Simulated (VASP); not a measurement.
The system is PbO2.

```
CELL_PARAMETERS angstrom
0.00000 2.70199 2.70199
2.70199 0.00000 2.70199
2.70199 2.70199 0.00000
ATOMIC_POSITIONS crystal
Pb 0.00000 0.00000 0.00000
O 0.25000 0.25000 0.25000
O 0.75000 0.75000 0.75000
```

Program: VASP 6.6.1. Alike in all runs: task single point; no spin polarisation; cell as given. Hardware: 1 thread of Intel(R) Xeon(R) 6975P-C (Granite Rapids) (shared host).

**Question.** Order these runs on this cell by their wall time, lowest first.
A. level r2SCAN; potentials or basis VASP PAW PBE potentials, release 64 (Pb_d, O_h); k mesh 6 × 6 × 6; cutoff (eV) 910; smearing fermi-dirac 0.45 eV; second run hard_potentials
B. level PBE; potentials or basis VASP PAW PBE potentials, release 64 (Pb_d, O); k mesh 2 × 2 × 2, shifted; cutoff (eV) 520; smearing fermi-dirac 0.0680285 eV
C. level PBE; potentials or basis VASP PAW PBE potentials, release 64 (Pb_d, O); k mesh 2 × 2 × 2; cutoff (eV) 520; smearing methfessel-paxton 0.041 eV

**Answer.** C (3.5 s), B (7.6 s), A (64 s).

Caveats: some runs use coarse meshes.
